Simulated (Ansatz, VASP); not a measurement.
One calculation of Cd4SeS3, two programs

The input POSCAR:

```
Cd4SeS3
1.0
   -2.9964658000      2.9964658000      5.9891456000
    2.9964658000     -2.9964658000      5.9891456000
    2.9964658000      2.9964658000     -5.9891456000
Cd Se S
4 1 3
Direct
    0.8851040000      0.3707580000      0.0000000000
    0.3707580000      0.8851040000      0.0000000000
    0.1148960000      0.1148960000      0.4856540000
    0.6292420000      0.6292420000      0.5143460000
    0.5000000000      0.5000000000      0.0000000000
    0.7500000000      0.2500000000      0.5000000000
    0.2500000000      0.7500000000      0.5000000000
    0.0000000000      0.0000000000      0.0000000000
```

Contents of INCAR.step1:

```
SYSTEM = Cd4SeS3
ALGO = Normal
EDIFF = 1E-4
ENCUT = 520
GGA = PE
ISMEAR = 0
LASPH = .TRUE.
LCHARG = .FALSE.
LREAL = .FALSE.
LWAVE = .TRUE.
NBANDS = 46
NELM = 100
PREC = Accurate
SIGMA = 0.02
```

The input INCAR.step2:

```
SYSTEM = Cd4SeS3
ALGO = Normal
EDIFF = 1E-6
ENCUT = 520
ISIF = 2
ISMEAR = 0
ISTART = 1
LASPH = .TRUE.
LCHARG = .FALSE.
LMIXTAU = .TRUE.
LREAL = .FALSE.
LWAVE = .FALSE.
METAGGA = R2SCAN
NBANDS = 46
NELM = 100
PREC = Accurate
SIGMA = 0.02
```

The input KPOINTS:

```
k-points
0
G
  6 6 6
  0 0 0
```

Input for Ansatz:

```yaml
crystal:
  lattice:
    - [-2.9964658, 2.9964658, 5.9891456]
    - [2.9964658, -2.9964658, 5.9891456]
    - [2.9964658, 2.9964658, -5.9891456]
  atoms:
    - { symbol: Cd, position: [0.885104, 0.370758, 0.0] }
    - { symbol: Cd, position: [0.370758, 0.885104, 0.0] }
    - { symbol: Cd, position: [0.114896, 0.114896, 0.485654] }
    - { symbol: Cd, position: [0.629242, 0.629242, 0.514346] }
    - { symbol: Se, position: [0.5, 0.5, 0.0] }
    - { symbol: S, position: [0.75, 0.25, 0.5] }
    - { symbol: S, position: [0.25, 0.75, 0.5] }
    - { symbol: S, position: [0.0, 0.0, 0.0] }
basis:
  ecutwfc: 500
kpoints:
  mp_grid: { grid: [6, 6, 6] }
  band_path:
    path:
      - [[0.0, 0.0, 0.0], [0.0, 0.0, 0.5], [0.25, 0.25, 0.25], [0.0, 0.5, 0.0], [0.0, 0.0, 0.0], [0.5, 0.5, -0.5], [0.31257904, 0.68742096, -0.31257904]]
      - [[-0.31257904, 0.31257904, 0.31257904], [0.0, 0.0, 0.0]]
      - [[0.0, 0.0, 0.5], [-0.12515809, 0.12515809, 0.5]]
      - [[0.5, 0.5, -0.12515809], [0.5, 0.5, -0.5]]
    npoints: 14
hamiltonian:
  xc: r2scan
scf:
  occupations: { method: gaussian, width: 0.02 }
  n_extra_bands: 20
output:
  forces: true
  stress: true
  eigenvalues: true
  populations: true
  dos: { projected: true, de: 0.02, nscf_kmesh: { grid: [9, 9, 9] } }
  bader: true
  write_density: true
  write_potential: true
  elf: true
  volumetric_format: npy
```

Alike in both runs: task single point; functional r2SCAN; k mesh 6 × 6 × 6; occupations gaussian, width 0.02 eV; no spin polarisation.

|  | VASP | Ansatz |
| --- | --- | --- |
| version | VASP 6.6.1 | Ansatz 0.2.0 |
| potentials or method | VASP PAW PBE potentials, release 64 (Cd, Se, S), cutoff 520 eV | scalar-relativistic, plane waves, PAW |
| valence electrons in the cell | 72 | 114 |

```csv
,VASP,Ansatz,Ansatz less VASP
gap on the k mesh at the Fermi level (eV),1.33,1.34,+0.007
least direct gap on the mesh (eV),1.33,1.34,+0.007
pressure (GPa),-1.2,-1.4,-0.26
```

VASP's potentials were made for PBE, not for r2SCAN. VASP's potentials hold 72 valence electrons a cell and Ansatz's 114, so a difference there can come from the potentials and not from the codes.
